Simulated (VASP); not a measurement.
Input of a VASP 6.6.1 run:

INCAR

```
PREC = Accurate
ENCUT = 600
EDIFF = 1E-6
ISMEAR = 0
SIGMA = 0.1
LREAL = False
LASPH = True
NELM = 100
ALGO = Normal
ISIF = 3
LWAVE = False
LCHARG = False
GGA = PE
IBRION = 2
NSW = 100
EDIFFG = -0.01
```

KPOINTS

```
regular mesh
0
Gamma
  16 16 16
```

The input POSCAR:

```
BP
1.0
    1.4469120176     -6.5314940635      0.0000000000
    1.4469120176      6.5314940635      0.0000000000
    0.0000000000      0.0000000000      2.8938405571
B P
2 2
Direct
    0.7016742322      0.2983257678      0.2500000000
    0.2983257678      0.7016742322      0.7500000000
    0.8544829808      0.1455170192      0.2500000000
    0.1455170192      0.8544829808      0.7500000000
```

Potentials or basis: VASP PAW PBE potentials, release 64 (B, P).

Launch:

```bash
$ cat potpaw_PBE.64/B/POTCAR potpaw_PBE.64/P/POTCAR > POTCAR
$ mpirun -np 1 vasp_std > vasp.out
```

Q: Estimate the relaxed cell.

A: a = 6.892 Å, b = 6.892 Å, c = 2.906 Å, α = 90.00°, β = 90.00°, γ = 155.81°.

Q: Estimate the space group after relaxing (to 0.1 Å).

A: Cmcm (No. 63).

Q: What does it give for the relaxed volume?

A: 14.14 Å³/atom.

The path:
```csv
step,energy change (eV),largest force (eV/Å),pressure (GPa),volume (Å³)
1,0.0000,0.1222,-0.15,54.70
2,-0.0006,0.0516,0.47,54.59
3,-0.0009,0.0089,0.26,54.63
4,-0.0010,0.0155,0.01,54.78
5,-0.0010,0.0159,0.00,54.79
6,-0.0011,0.0147,0.00,54.81
7,-0.0012,0.0108,0.01,54.89
8,-0.0012,0.0364,0.04,55.05
9,-0.0012,0.0273,0.02,55.00
10,-0.0013,0.0253,0.05,55.04
11,-0.0014,0.0198,0.08,55.16
12,-0.0015,0.0472,0.16,55.40
13,-0.0016,0.0457,0.16,55.42
14,-0.0016,0.0414,0.12,55.48
15,-0.0017,0.0329,0.06,55.60
16,-0.0019,0.0170,-0.06,55.85
17,-0.0019,0.0142,-0.28,56.34
18,-0.0019,0.0074,-0.17,56.08
19,-0.0020,0.0073,-0.12,56.12
20,-0.0021,0.0076,0.01,56.21
21,-0.0021,0.0079,0.03,56.23
22,-0.0022,0.0060,0.05,56.26
23,-0.0022,0.0010,0.09,56.35
24,-0.0022,0.0153,0.19,56.52
25,-0.0023,0.0097,0.14,56.45
26,-0.0023,0.0084,0.00,56.57
```
